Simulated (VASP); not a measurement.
# SnO2 (I4_1/amd) in VASP: notebook

The runs below take SnO2 through single point, relaxation of cell and atoms, relaxation of the atoms, with PBEsol, LDA, PBE.

Program: VASP 6.6.1. These are calculated values, not measurements. Logs are shortened: lines on timing, memory, paths and dates and some standing lists are left out, and cuts for length are marked.

**1. The cell of the first run**

The structure is tetragonal, space group I4_1/amd (No. 141). Conventional cell: a = 3.973 Å, b = 3.973 Å, c = 10.179 Å, α = 90.00°, β = 90.00°, γ = 90.00°. Within 2.7 Å of Sn (site symmetry -4m2) lie 6 O at 2.04 to 2.07 Å. O (site symmetry 2mm) has 3 Sn at 2.04 to 2.07 Å and 2 O at 2.55 Å within 2.7 Å.

**2. Single point, PBEsol (13.39 Å³/atom)**

INCAR reads:

```
SYSTEM = SnO2
ALGO     = Normal         ! electronic algorithm
EDIFF    = 1E-6           ! SCF threshold, eV
ENCUT    = 520            ! plane-wave cutoff, eV
GGA      = PS             ! functional
ISIF     = 2              ! what is computed and relaxed
ISMEAR   = -1             ! smearing method
LASPH    = .True.         ! aspherical terms in the spheres
LCHARG   = .False.        ! write CHGCAR
LREAL    = .False.        ! projectors in reciprocal space
LWAVE    = .False.        ! write WAVECAR
NBANDS   = 35             ! bands
NELM     = 80             ! most SCF steps
PREC     = Accurate       ! precision mode
SIGMA    = 0.05           ! smearing width, eV
```

KPOINTS reads:

```
k-points
0
Gamma
  9 9 9
  0 0 0
```

POSCAR reads:

```
SnO2
1.0
   -1.9866449275      1.9866449275      5.0892907133
    1.9866449275     -1.9866449275      5.0892907133
    1.9866449275      1.9866449275     -5.0892907133
Sn O
2 4
Direct
    0.0000000000      0.0000000000      0.0000000000
    0.7500000000      0.2500000000      0.5000000000
    0.5465225900      0.0465225900      0.5000000000
    0.2034774100      0.2034774100      0.0000000000
    0.9534774100      0.4534774100      0.5000000000
    0.7965225900      0.7965225900      0.0000000000
```

Potentials or basis: VASP PAW PBE potentials, release 64 (Sn_d, O).

Command:

```bash
> cat potpaw_PBE.64/Sn_d/POTCAR potpaw_PBE.64/O/POTCAR > POTCAR
> mpirun -np 1 vasp_std > vasp.out
```

OUTCAR:

```text
SYSTEM = SnO2
   EDIFF = 1E-6
   ENCUT = 520
   GGA = PS
   ISIF = 2
   ISMEAR = -1
   LASPH = .True.
   LREAL = .False.
   NELM = 80
   PREC = Accurate

 ion  position               nearest neighbor table
   1  0.000  0.000  0.000-   3 2.04   5 2.04   3 2.04   5 2.04   4 2.07   6 2.07   2 3.23   2 3.23
                             2 3.23   2 3.23
   2  0.750  0.250  0.500-   6 2.04   4 2.04   6 2.04   4 2.04   3 2.07   5 2.07   1 3.23   1 3.23
                             1 3.23   1 3.23
   3  0.547  0.047  0.500-   1 2.04   1 2.04   2 2.07
   4  0.203  0.203  0.000-   2 2.04   2 2.04   1 2.07
   5  0.953  0.453  0.500-   1 2.04   1 2.04   2 2.07
   6  0.797  0.797  0.000-   2 2.04   2 2.04   1 2.07

  LATTYP: Found a body centered tetragonal cell.
 ALAT       =     3.9732898550
 C/A-ratio  =     2.5617515455

  Lattice vectors:

 A1 = (  -1.9866449275,   1.9866449275,   5.0892907133)
 A2 = (   1.9866449275,  -1.9866449275,   5.0892907133)
 A3 = (   1.9866449275,   1.9866449275,  -5.0892907133)

Analysis of symmetry for initial positions (statically):
=====================================================================
 Subroutine PRICEL returns:
 Original cell was already a primitive cell.

 Routine SETGRP: Setting up the symmetry group for a
 body centered tetragonal supercell.

 Subroutine GETGRP returns: Found 16 space group operations
 (whereof  8 operations were pure point group operations)
 out of a pool of 16 trial point group operations.

The static configuration has the point symmetry D_2d.
 The point group associated with its full space group is D_4h.

Analysis of symmetry for dynamics (positions and initial velocities):
=====================================================================
 Subroutine PRICEL returns:
 Original cell was already a primitive cell.

 Routine SETGRP: Setting up the symmetry group for a
 body centered tetragonal supercell.

 Subroutine GETGRP returns: Found 16 space group operations
 (whereof  8 operations were pure point group operations)
 out of a pool of 16 trial point group operations.

The dynamic configuration has the point symmetry D_2d.
 The point group associated with its full space group is D_4h.

 Subroutine INISYM returns: Found 16 space group operations
 (whereof  8 operations are pure point group operations),
 and found     1 'primitive' translations

----------------------------------------------------------------------------------------

                                     Primitive cell

  volume of cell :      80.3448

  direct lattice vectors                    reciprocal lattice vectors
    -1.986644927  1.986644927  5.089290713     0.000000000  0.251680606  0.098245518
     1.986644927 -1.986644927  5.089290713     0.251680606  0.000000000  0.098245518
     1.986644927  1.986644927 -5.089290713     0.251680606  0.251680606  0.000000000

  length of vectors
     5.813294772  5.813294772  5.813294772     0.270176441  0.270176441  0.355930127

  position of ions in fractional coordinates (direct lattice)
     0.000000000  0.000000000  0.000000000
     0.750000000  0.250000000  0.500000000
     0.546522590  0.046522590  0.500000000
     0.203477410  0.203477410  0.000000000
     0.953477410  0.453477410  0.500000000
     0.796522590  0.796522590  0.000000000

  ion indices of the primitive-cell ions
   primitive index   ion index
                 1           1
                 2           2
                 3           3
                 4           4
                 5           5
                 6           6

----------------------------------------------------------------------------------------

 KPOINTS: k-points

Automatic generation of k-mesh.
 Grid dimensions read from file:
 generate k-points for:    9    9    9

 Generating k-lattice:

  Cartesian coordinates                     Fractional coordinates (reciprocal lattice)
     0.000000000  0.027964512  0.010916169     0.111111111  0.000000000  0.000000000
     0.027964512  0.000000000  0.010916169     0.000000000  0.111111111  0.000000000
     0.027964512  0.027964512  0.000000000     0.000000000  0.000000000  0.111111111

  Length of vectors
     0.030019605  0.030019605  0.039547792

  Shift w.r.t. Gamma in fractional coordinates (k-lattice)
     0.000000000  0.000000000  0.000000000

 Subroutine IBZKPT returns following result:
 ===========================================

 Found     75 irreducible k-points:

 Following reciprocal coordinates:
            Coordinates               Weight
  0.000000  0.000000  0.000000      1.000000
  0.111111  0.000000 -0.000000      8.000000
  0.222222  0.000000 -0.000000      8.000000
  0.333333  0.000000 -0.000000      8.000000
  0.444444  0.000000 -0.000000      8.000000
  0.111111  0.111111 -0.000000      8.000000
[... 16 lines left out ...]
 -0.333333  0.333333  0.000000      4.000000
  0.444444  0.444444 -0.000000      8.000000
 [... further k-points ...]
   k-points           NKPTS =     75   k-points in BZ     NKDIM =     75   number of bands    NBANDS=     35
   number of dos      NEDOS =    301   number of ions     NIONS =      6
   total plane-waves  NPLWV = 110592
   dimension x,y,z NGX =    48 NGY =   48 NGZ =   48
   dimension x,y,z NGXF=    96 NGYF=   96 NGZF=   96
   ions per type =               2   4
   NGX,Y,Z   is equivalent  to a cutoff of  13.73, 13.73, 13.73 a.u.
   NGXF,Y,Z  is equivalent  to a cutoff of  27.45, 27.45, 27.45 a.u.
 SYSTEM =  SnO2
   PREC   = accura    normal or accurate (medium, high low for compatibility)
   ISTART =      0    job   : 0-new  1-cont  2-samecut
   ICHARG =      2    charge: 1-file 2-atom 10-const
   ISPIN  =      1    spin polarized calculation?
   LNONCOLLINEAR =      F non collinear calculations
   LSORBIT =      F    spin-orbit coupling
   LASPH  =      T    aspherical Exc in radial PAW
   ENCUT  =  520.0 eV  38.22 Ry    6.18 a.u.  10.81 10.81 10.81*2*pi/ulx,y,z
   NELM   =     80;   NELMIN=  2; NELMDL= -5     # of ELM steps
   EDIFF  = 0.1E-05   stopping-criterion for ELM
   LREAL  =      F    real-space projection
   EDIFFG = 0.1E-04   stopping-criterion for IOM
   NSW    =      0    number of steps for IOM
   IBRION =     -1    ionic relax: 0-MD 1-quasi-New 2-CG
   NFREE  =      0    steps in history (QN), initial steepest desc. (CG)
   ISIF   =      2    stress and relaxation
   ISYM   =      2    0-nonsym 1-usesym 2-fastsym
   POTIM  = 0.5000    time-step for ionic-motion
   TEBEG  =    0.0;   TEEND  =   0.0 temperature during run
   PSTRESS=    0.0 pullay stress
   NELECT =      52.0000    total number of electrons
   NUPDOWN=      -1.0000    fix difference up-down
   EMIN   =  10.00;   EMAX   =-10.00  energy-range for DOS
   EFERMI =   0.00;   METHOD = LEGACY
   ISMEAR =    -1;   SIGMA  =   0.05  broadening in eV -4-tet -1-fermi 0-gaus
   EFERMI_NEDOS =   21; number of points for ismear=-14 and -15
   IALGO  =     38    algorithm
   IMIX   =      4    mixing-type and parameters
     AMIX     =   0.40;   BMIX     =  1.00
     AMIX_MAG =   1.60;   BMIX_MAG =  1.00
  volume/ion in A,a.u.               =      13.39        90.37
  Fermi-wavevector in a.u.,A,eV,Ry     =   1.416087  2.676017 27.283807  2.005303
  Thomas-Fermi vector in A             =   2.537458
   LORBIT       =      0    0 simple, 1 ext, 2 COOP (PROOUT), +10 PAW based schemes
   GGA     = PS    functional components
   LHFCALC =     F    Hartree Fock is set to
   AEXX    =    0.0000 exact exchange contribution
   IVDW    =     0    specifies the selected vdW correction
   LEPSILON=     F    determine dielectric tensor
   LRPA    =     F    only Hartree local field effects (RPA)
 non-spin polarized calculation
  energy-cutoff  :      520.00
  volume of cell :       80.34
 maximum number of plane-waves:      2199
 NGX is ok and might be reduce to    48
   NGX = 21   NGY = 21   NGZ = 21

 number of electron      52.0000004 magnetization

 Free energy of the ion-electron system (eV)
  ---------------------------------------------------
  ext. energy  EPLUGINS =         0.00000000
  ---------------------------------------------------
  free energy    TOTEN  =       -39.18468513 eV

  energy without entropy =      -39.18468513  energy(sigma->0) =      -39.18468513

 E-fermi :   5.1196     XC(G=0): -10.6558

 val. band max:        4.1268578148   @ k =   0.4444   0.3333   0.1111
 cond. band min:       5.8954048425   @ k =   0.0000   0.0000   0.0000
 fundamental gap:      1.7685470277
 Fermi energy:         5.1196285979

 k-point     1 :       0.0000    0.0000    0.0000
  band No.  band energies     occupation
      1     -16.2084      2.00000
      2     -16.1974      2.00000
      3     -16.0434      2.00000
      4     -15.4300      2.00000
      5     -15.3110      2.00000
      6     -15.3110      2.00000
[... 27 lines left out ...]
     34      16.5623      0.00000
     35      16.6135      0.00000

 k-point     2 :       0.1111    0.0000   -0.0000
  band No.  band energies     occupation
      1     -16.2371      2.00000
      2     -16.1240      2.00000
      3     -16.0252      2.00000
      4     -15.4364      2.00000
      5     -15.3142      2.00000
      6     -15.3082      2.00000
[... 27 lines left out ...]
     34      16.0326      0.00000
     35      16.3872      0.00000

 k-point     3 :       0.2222    0.0000   -0.0000
  band No.  band energies     occupation
      1     -16.2397      2.00000
      2     -16.0519      2.00000
      3     -15.9317      2.00000
      4     -15.4531      2.00000
      5     -15.3217      2.00000
      6     -15.3017      2.00000
[... 27 lines left out ...]
     34      15.6317      0.00000
     35      15.9234      0.00000
[... 723 lines left out ...]
 k-point    23 :      -0.3333    0.3333    0.0000
  band No.  band energies     occupation
      1     -16.0185      2.00000
      2     -15.7485      2.00000
      3     -15.6862      2.00000
      4     -15.6100      2.00000
      5     -15.3500      2.00000
      6     -15.2411      2.00000
[... 27 lines left out ...]
     34      15.0564      0.00000
     35      16.1237      0.00000

 k-point    24 :       0.4444    0.4444   -0.0000
  band No.  band energies     occupation
      1     -15.8892      2.00000
      2     -15.8709      2.00000
      3     -15.4773      2.00000
      4     -15.4585      2.00000
      5     -15.3129      2.00000
      6     -15.2909      2.00000
[... 27 lines left out ...]
     34      15.6982      0.00000
     35      16.7817      0.00000

 [... further k-points ...]

------------------------ aborting loop because EDIFF is reached ----------------------------------------

  FORCE on cell =-STRESS in cart. coord.  units (eV):
  Direction    XX          YY          ZZ          XY          YZ          ZX
  --------------------------------------------------------------------------------------
  -------------------------------------------------------------------------------------
  Total        2.5697657      2.5697657      2.4656369      0.0000000      0.0000000      0.0000000
  in kB       51.2443929     51.2443929     49.1679335      0.0000000      0.0000000      0.0000000
  external PRESSURE =      50.5522398 kB  Pullay stress =       0.0000000 kB

 VOLUME and BASIS-vectors are now :
 -----------------------------------------------------------------------------
  energy-cutoff  :      520.00
  volume of cell :       80.34
      direct lattice vectors                 reciprocal lattice vectors
    -1.986644927  1.986644927  5.089290713     0.000000000  0.251680606  0.098245518
     1.986644927 -1.986644927  5.089290713     0.251680606  0.000000000  0.098245518
     1.986644927  1.986644927 -5.089290713     0.251680606  0.251680606  0.000000000

 POSITION                                       TOTAL-FORCE (eV/Angst)
 -----------------------------------------------------------------------------------
      0.00000      0.00000      0.00000        -0.000000     -0.000000      0.000000
      0.00000      1.98664      2.54465        -0.000000     -0.000000      0.000000
      0.00000      1.98664      0.47353         0.000000      0.000000     -0.069389
      0.00000      0.00000      2.07111        -0.000000     -0.000000      0.069389
      0.00000      1.98664      4.61576         0.000000      0.000000      0.069389
      0.00000      0.00000      8.10747         0.000000      0.000000     -0.069389
 -----------------------------------------------------------------------------------
    total drift:                               -0.000000      0.000000     -0.000000

  FREE ENERGIE OF THE ION-ELECTRON SYSTEM (eV)
  ---------------------------------------------------
  free  energy   TOTEN  =       -39.1846851310 eV

  energy  without entropy=      -39.1846851300  energy(sigma->0) =      -39.18468513
```

Run time: 3.9 min. Hardware: 1 thread of Intel Xeon Platinum 8488C (Sapphire Rapids), shared host; peak memory 0.41 GiB.

Results:

| Item | Value |
| --- | --- |
| Free energy | -39.1847 eV |
| Pressure | 5.1 GPa |
| Largest force | 0.069 eV/Å |
| Band gap on the k mesh | 1.77 eV (least direct gap 2.17 eV) |

Forces on the atoms (eV/Å):
```
Sn   0.000  0.000  0.000
Sn   0.000  0.000  0.000
O    0.000  0.000 -0.069
O    0.000  0.000  0.069
O    0.000  0.000  0.069
O    0.000  0.000 -0.069
```

Stress tensor (GPa, compression positive):
```
5.12 0.00 0.00
0.00 5.12 0.00
0.00 0.00 4.92
```

Caveat: the cell stands under pressure; the PAW data sets were made with another functional, which shifts forces and pressure a little; spin-orbit coupling is left out, which moves the levels of the heavy elements.

[end of part 1 of 2]
